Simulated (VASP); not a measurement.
Here is a VASP 6.6.1 calculation.

File INCAR:

```
SYSTEM = BN
PREC = Accurate ; ENCUT = 600
EDIFF = 1E-6 ; ISMEAR = 0
SIGMA = 0.05 ; LREAL = .False.
LASPH = .True. ; NELM = 120
ALGO = Normal ; ISIF = 2
LWAVE = .False. ; LCHARG = .False.
GGA = RP ; NBANDS = 16
GGA_COMPAT = .False.
```

KPOINTS

```
Automatic mesh
0
Gamma
  10 10 6
  0 0 0
```

The input POSCAR:

```
BN
1.0
    2.5672162420      0.0000000000      0.0000000000
   -1.2836081210      2.2232744826      0.0000000000
    0.0000000000      0.0000000000      4.2459950958
B N
2 2
Direct
    0.6666666667      0.3333333333      0.0001536915
    0.3333333333      0.6666666667      0.5001536915
    0.6666666667      0.3333333333      0.3748463085
    0.3333333333      0.6666666667      0.8748463085
```

Potentials or basis: VASP PAW PBE potentials, release 64 (B, N).

The run is started by

```sh
$ cat potpaw_PBE.64/B/POTCAR potpaw_PBE.64/N/POTCAR > POTCAR
$ mpirun -np 1 vasp_std > vasp.out
```

**Question.** What does it give for the band gap on the k mesh?

**Answer.** 5.50 eV, indirect (least direct gap 8.21 eV).

**Question.** Estimate the pressure.

**Answer.** 0.2 GPa.

Stress tensor (GPa, compression positive):
```
 0.38  0.00  0.00
 0.00  0.38  0.00
 0.00  0.00 -0.02
```

Caveat: the PAW data sets were made with another functional, which shifts forces and pressure a little. As with any semilocal functional, this RPBE gap is likely too small.
